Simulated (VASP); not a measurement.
# BiO (R-3m) in VASP: further runs, part 2 of 2

VASP 6.6.1.

**3. Single point, PBE**

This run uses another cell than the first one, of 15.33 Å³/atom, 1.054 times its volume.

The input, INCAR:

```
PREC = Accurate
ENCUT = 600
EDIFF = 1E-6
ISMEAR = -1
SIGMA = 0.05
LREAL = False
LASPH = True
NELM = 120
ALGO = Normal
ISIF = 2
LWAVE = False
LCHARG = False
GGA = PE
NBANDS = 18
GGA_COMPAT = False
```

The input, KPOINTS:

```
Automatic mesh
0
Gamma
  8 8 8
```

The input, POSCAR:

```
BiO
1.0
    1.8877524599      1.0898943909      2.4841185034
   -1.8877524599      1.0898943909      2.4841185034
    0.0000000000     -2.1797887818      2.4841185034
Bi O
1 1
Direct
   -0.1124980467     -0.1124980467     -0.1124980467
    0.3874980467      0.3874980467      0.3874980467
```

Potentials or basis: VASP PAW PBE potentials, release 64 (Bi_d, O).

Started as:

```bash
$ cat potpaw_PBE.64/Bi_d/POTCAR potpaw_PBE.64/O/POTCAR > POTCAR
$ mpirun -np 1 vasp_std > vasp.out
```

OUTCAR:

```text
PREC = Accurate
   ENCUT = 600
   EDIFF = 1E-6
   ISMEAR = -1
   LREAL = False
   LASPH = True
   NELM = 120
   ISIF = 2
   GGA = PE

 ion  position               nearest neighbor table
   1  0.888  0.888  0.888-   2 2.51   2 2.51   2 2.51   2 2.51   2 2.51   2 2.51
   2  0.387  0.387  0.387-   1 2.51   1 2.51   1 2.51   1 2.51   1 2.51   1 2.51

  LATTYP: Found a trigonal (rhomboedric) cell.
 ALAT       =     3.3048939275
 COS(alpha) =     0.3474631605

  Lattice vectors:

 A1 = (   1.8877524599,   1.0898943909,   2.4841185034)
 A2 = (  -1.8877524599,   1.0898943909,   2.4841185034)
 A3 = (   0.0000000000,  -2.1797887818,   2.4841185034)

Analysis of symmetry for initial positions (statically):
=====================================================================
 Subroutine PRICEL returns:
 Original cell was already a primitive cell.

 Routine SETGRP: Setting up the symmetry group for a
 trigonal (rhombohedral) supercell.

 Subroutine GETGRP returns: Found 12 space group operations
 (whereof  6 operations were pure point group operations)
 out of a pool of 12 trial point group operations.

The static configuration has the point symmetry C_3v.
 The point group associated with its full space group is D_3d.

Analysis of symmetry for dynamics (positions and initial velocities):
=====================================================================
 Subroutine PRICEL returns:
 Original cell was already a primitive cell.

 Routine SETGRP: Setting up the symmetry group for a
 trigonal (rhombohedral) supercell.

 Subroutine GETGRP returns: Found 12 space group operations
 (whereof  6 operations were pure point group operations)
 out of a pool of 12 trial point group operations.

The dynamic configuration has the point symmetry C_3v.
 The point group associated with its full space group is D_3d.

 Subroutine INISYM returns: Found 12 space group operations
 (whereof  6 operations are pure point group operations),
 and found     1 'primitive' translations

----------------------------------------------------------------------------------------

                                     Primitive cell

  volume of cell :      30.6657

  direct lattice vectors                    reciprocal lattice vectors
     1.887752460  1.089894391  2.484118503     0.264865236  0.152920015  0.134185762
    -1.887752460  1.089894391  2.484118503    -0.264865236  0.152920015  0.134185762
     0.000000000 -2.179788782  2.484118503     0.000000000 -0.305840030  0.134185762

  length of vectors
     3.304893928  3.304893928  3.304893928     0.333981950  0.333981950  0.333981950

  position of ions in fractional coordinates (direct lattice)
     0.887501953  0.887501953  0.887501953
     0.387498047  0.387498047  0.387498047

  ion indices of the primitive-cell ions
   primitive index   ion index
                 1           1
                 2           2

----------------------------------------------------------------------------------------

 KPOINTS: Automatic mesh

Automatic generation of k-mesh.
 Grid dimensions read from file:
 generate k-points for:    8    8    8

 Generating k-lattice:

  Cartesian coordinates                     Fractional coordinates (reciprocal lattice)
     0.033108154  0.019115002  0.016773220     0.125000000 -0.000000000  0.000000000
    -0.033108154  0.019115002  0.016773220    -0.000000000  0.125000000  0.000000000
     0.000000000 -0.038230004  0.016773220     0.000000000  0.000000000  0.125000000

  Length of vectors
     0.041747744  0.041747744  0.041747744

  Shift w.r.t. Gamma in fractional coordinates (k-lattice)
     0.000000000  0.000000000  0.000000000

 Subroutine IBZKPT returns following result:
 ===========================================

 Found     65 irreducible k-points:

 Following reciprocal coordinates:
            Coordinates               Weight
  0.000000  0.000000  0.000000      1.000000
  0.125000  0.000000  0.000000      6.000000
  0.250000  0.000000  0.000000      6.000000
  0.375000  0.000000  0.000000      6.000000
  0.500000  0.000000  0.000000      3.000000
  0.125000  0.125000  0.000000      6.000000
[... 16 lines left out ...]
  0.250000  0.125000  0.125000      6.000000
  0.375000  0.125000  0.125000      6.000000
 [... further k-points ...]
   k-points           NKPTS =     65   k-points in BZ     NKDIM =     65   number of bands    NBANDS=     18
   number of dos      NEDOS =    301   number of ions     NIONS =      2
   total plane-waves  NPLWV =  21952
   dimension x,y,z NGX =    28 NGY =   28 NGZ =   28
   dimension x,y,z NGXF=    56 NGYF=   56 NGZF=   56
   ions per type =               1   1
   NGX,Y,Z   is equivalent  to a cutoff of  14.08, 14.08, 14.08 a.u.
   NGXF,Y,Z  is equivalent  to a cutoff of  28.17, 28.17, 28.17 a.u.
 SYSTEM =  unknown system
   PREC   = accura    normal or accurate (medium, high low for compatibility)
   ISTART =      0    job   : 0-new  1-cont  2-samecut
   ICHARG =      2    charge: 1-file 2-atom 10-const
   ISPIN  =      1    spin polarized calculation?
   LNONCOLLINEAR =      F non collinear calculations
   LSORBIT =      F    spin-orbit coupling
   LASPH  =      T    aspherical Exc in radial PAW
   ENCUT  =  600.0 eV  44.10 Ry    6.64 a.u.   6.60  6.60  6.60*2*pi/ulx,y,z
   NELM   =    120;   NELMIN=  2; NELMDL= -5     # of ELM steps
   EDIFF  = 0.1E-05   stopping-criterion for ELM
   LREAL  =      F    real-space projection
   EDIFFG = 0.1E-04   stopping-criterion for IOM
   NSW    =      0    number of steps for IOM
   IBRION =     -1    ionic relax: 0-MD 1-quasi-New 2-CG
   NFREE  =      0    steps in history (QN), initial steepest desc. (CG)
   ISIF   =      2    stress and relaxation
   ISYM   =      2    0-nonsym 1-usesym 2-fastsym
   POTIM  = 0.5000    time-step for ionic-motion
   TEBEG  =    0.0;   TEEND  =   0.0 temperature during run
   PSTRESS=    0.0 pullay stress
   NELECT =      21.0000    total number of electrons
   NUPDOWN=      -1.0000    fix difference up-down
   EMIN   =  10.00;   EMAX   =-10.00  energy-range for DOS
   EFERMI =   0.00;   METHOD = LEGACY
   ISMEAR =    -1;   SIGMA  =   0.05  broadening in eV -4-tet -1-fermi 0-gaus
   EFERMI_NEDOS =   21; number of points for ismear=-14 and -15
   IALGO  =     38    algorithm
   IMIX   =      4    mixing-type and parameters
     AMIX     =   0.40;   BMIX     =  1.00
     AMIX_MAG =   1.60;   BMIX_MAG =  1.00
  volume/ion in A,a.u.               =      15.33       103.47
  Fermi-wavevector in a.u.,A,eV,Ry     =   1.442991  2.726857 28.330360  2.082223
  Thomas-Fermi vector in A             =   2.561449
   LORBIT       =      0    0 simple, 1 ext, 2 COOP (PROOUT), +10 PAW based schemes
   GGA     = PE    functional components
   LHFCALC =     F    Hartree Fock is set to
   AEXX    =    0.0000 exact exchange contribution
   IVDW    =     0    specifies the selected vdW correction
   LEPSILON=     F    determine dielectric tensor
   LRPA    =     F    only Hartree local field effects (RPA)
 non-spin polarized calculation
  energy-cutoff  :      600.00
  volume of cell :       30.67
 maximum number of plane-waves:      1039
 NGX is ok and might be reduce to    28
   NGX = 13   NGY = 13   NGZ = 13

 number of electron      21.0000001 magnetization

 Free energy of the ion-electron system (eV)
  ---------------------------------------------------
  ext. energy  EPLUGINS =         0.00000000
  ---------------------------------------------------
  free energy    TOTEN  =        -9.75217092 eV

  energy without entropy =       -9.74772070  energy(sigma->0) =       -9.74994581

 E-fermi :  10.8971     XC(G=0): -11.7376

 val. band max:       10.6951194491   @ k =   0.5000   0.2500   0.0000
 cond. band min:      10.9101878147   @ k =   0.5000   0.5000   0.5000
 fundamental gap:      0.2150683657
 Fermi energy:        10.8970814044

 k-point     1 :       0.0000    0.0000    0.0000
  band No.  band energies     occupation
      1     -13.3065      2.00000
      2     -13.3065      2.00000
      3     -13.1013      2.00000
      4     -13.0923      2.00000
      5     -13.0923      2.00000
      6      -9.8432      2.00000
[... 10 lines left out ...]
     17      22.4835      0.00000
     18      25.9183      0.00000
[... 463 lines left out ...]
 k-point    24 :       0.3750    0.1250    0.1250
  band No.  band energies     occupation
      1     -13.2545      2.00000
      2     -13.2181      2.00000
      3     -13.1600      2.00000
      4     -13.1268      2.00000
      5     -13.0461      2.00000
      6      -8.9887      2.00000
[... 10 lines left out ...]
     17      25.8223      0.00000
     18      26.1282      0.00000

 [... further k-points ...]
[... 5 lines left out ...]
  --------------------------------------------------------------------------------------
  -------------------------------------------------------------------------------------
  Total        3.8065479      3.8065479      3.8002561      0.0000000      0.0000000     -0.0000000
  in kB      198.8789705    198.8789705    198.5502426      0.0000000      0.0000000     -0.0000000
  external PRESSURE =     198.7693945 kB  Pullay stress =       0.0000000 kB

 VOLUME and BASIS-vectors are now :
 -----------------------------------------------------------------------------
  energy-cutoff  :      600.00
  volume of cell :       30.67
      direct lattice vectors                 reciprocal lattice vectors
     1.887752460  1.089894391  2.484118503     0.264865236  0.152920015  0.134185762
    -1.887752460  1.089894391  2.484118503    -0.264865236  0.152920015  0.134185762
     0.000000000 -2.179788782  2.484118503     0.000000000 -0.305840030  0.134185762

 POSITION                                       TOTAL-FORCE (eV/Angst)
 -----------------------------------------------------------------------------------
      0.00000      0.00000      6.61398         0.000000     -0.000000     -0.000000
      0.00000      0.00000      2.88777         0.000000      0.000000      0.000000
 -----------------------------------------------------------------------------------
    total drift:                                0.000000      0.000000      0.035335

  FREE ENERGIE OF THE ION-ELECTRON SYSTEM (eV)
  ---------------------------------------------------
  free  energy   TOTEN  =        -9.7521709185 eV

  energy  without entropy=       -9.7477206995  energy(sigma->0) =       -9.74994581
```

stdout:

```text
POSCAR found type information on POSCAR BiO
 POSCAR found :  2 types and       2 ions
 scaLAPACK will be used
 LDA part: xc-table for (Slater+PW92), standard interpolation
 POSCAR, INCAR and KPOINTS ok, starting setup
 FFT: planning ... GRIDC
 FFT: planning ... GRID_SOFT
 FFT: planning ... GRID
 WAVECAR not read
 entering main loop
```

It took 61 s on 1 thread of Intel Xeon 8259CL, shared host; peak memory 0.18 GiB.

Results:

- Free energy: -9.7522 eV
- Pressure: 19.9 GPa

Caveat: spin-orbit coupling is left out, which moves the levels of the heavy elements; an odd number of electrons without spin polarisation forces a metal; a magnetic or distorted state may lie lower.
